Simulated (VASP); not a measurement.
**Ga4AsN3: single point with r2SCAN**

Ga4AsN3:

```
CELL_PARAMETERS angstrom
1.64044 0.94711 11.11417
-1.64044 0.94711 11.11417
0.00000 -1.89421 11.11417
ATOMIC_POSITIONS crystal
N 0.00826 0.00826 0.00826
N 0.74980 0.74980 0.74980
N 0.49161 0.49161 0.49161
As 0.24765 0.24765 0.24765
Ga 0.69247 0.69247 0.69247
Ga 0.43373 0.43373 0.43373
Ga 0.17491 0.17491 0.17491
Ga 0.95156 0.95156 0.95156
```

```
Program             : VASP 6.6.1
Task                : single point
Functional          : r2SCAN
Potentials or basis : VASP PAW PBE potentials, release 64 (N, As, Ga_d)
Cutoff              : 520 eV
k mesh              : 8 × 8 × 8
Occupations         : fermi-dirac, width 0.02 eV
Spin                : no spin polarisation
```

The pressure is 10.9 GPa and the largest force is 0.597 eV/Å. The band gap on the k mesh is zero (bands 36 and 37 overlap by 0.84 eV).

Forces on the atoms (eV/Å):
```
N    0.000  0.000  0.241
N    0.000  0.000  0.206
N    0.000  0.000  0.149
As   0.000  0.000 -0.597
Ga   0.000  0.000 -0.225
Ga   0.000  0.000 -0.160
Ga   0.000  0.000  0.228
Ga   0.000  0.000  0.158
```

Stress tensor (GPa, compression positive):
```
10.41  0.00  0.00
 0.00 10.41  0.00
 0.00  0.00 11.93
```

Levels at points of the mesh, in eV from the Fermi level:
| k point | band 33 | band 34 | band 35 | band 36 | band 37 | band 38 | band 39 | band 40 |
| --- | --- | --- | --- | --- | --- | --- | --- | --- |
| (0.00, 0.00, 0.00) | -3.62 | -3.26 | -1.59 | 0.60 | 0.72 | 0.72 | 0.92 | 3.15 |
| (0.50, 0.00, 0.00) | -5.00 | -4.67 | -4.65 | -1.91 | 0.27 | 0.88 | 1.98 | 2.42 |
| (0.50, 0.50, 0.00) | -5.48 | -4.68 | -3.93 | -1.90 | -0.23 | 1.19 | 1.85 | 2.00 |
| (0.50, 0.50, 0.50) | -3.62 | -3.62 | -0.41 | -0.33 | 0.72 | 0.72 | 1.06 | 3.26 |

It took 100 min on 1 thread of Intel(R) Xeon(R) 6975P-C (Granite Rapids) (shared host), peak memory 1.4 GiB.

Caveat: the cell stands under pressure; the PAW data sets were made with another functional, which shifts forces and pressure a little.
